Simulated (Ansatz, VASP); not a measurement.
## CuP: VASP beside Ansatz

INCAR

```
ALGO = Normal
EDIFF = 1E-6
ENCUT = 520
GGA = PE
ISIF = 2
ISMEAR = 0
LASPH = True
LCHARG = True
LELF = True
LREAL = False
LVHAR = True
LWAVE = False
NBANDS = 15
NELM = 80
PREC = Accurate
SIGMA = 0.1
```

KPOINTS

```
k-points
0
Gamma
  6 6 6
```

The input POSCAR:

```
CuP
1.0
    0.0000000000      2.5591624785      2.5591624785
    2.5591624785      0.0000000000      2.5591624785
    2.5591624785      2.5591624785      0.0000000000
Cu P
1 1
Direct
    0.0000000000      0.0000000000      0.0000000000
    0.7500000000      0.7500000000      0.7500000000
```

Input for Ansatz:

```yaml
crystal:
  lattice:
    - [0.0, 2.5591624785, 2.5591624785]
    - [2.5591624785, 0.0, 2.5591624785]
    - [2.5591624785, 2.5591624785, 0.0]
  atoms:
    - { symbol: Cu, position: [0.0, 0.0, 0.0] }
    - { symbol: P, position: [0.75, 0.75, 0.75] }
basis:
  ecutwfc: 420
kpoints:
  mp_grid: { grid: [6, 6, 6] }
hamiltonian:
  xc: pbe
scf:
  occupations: { method: gaussian, width: 0.1 }
  lower_state_search: "off"
output:
  forces: true
  stress: true
  eigenvalues: true
```

Alike in both runs: task single point; functional PBE; k mesh 6 × 6 × 6; occupations gaussian, width 0.1 eV; no spin polarisation.

|  | VASP | Ansatz |
| --- | --- | --- |
| version | VASP 6.6.1 | Ansatz 0.2.0 |
| potentials or method | VASP PAW PBE potentials, release 64 (Cu, P), cutoff 520 eV | scalar-relativistic, plane waves, PAW |
| valence electrons in the cell | 16 | 24 |

|  | VASP | Ansatz | Ansatz less VASP |
| --- | --- | --- | --- |
| gap on the k mesh at the Fermi level (eV) | none | none | - |
| pressure (GPa) | 5.1 | 5.2 | +0.10 |

A gap of «none» marks a metal or a gap that the smearing closes. VASP's potentials hold 16 valence electrons a cell and Ansatz's 24, so a difference there can come from the potentials and not from the codes.
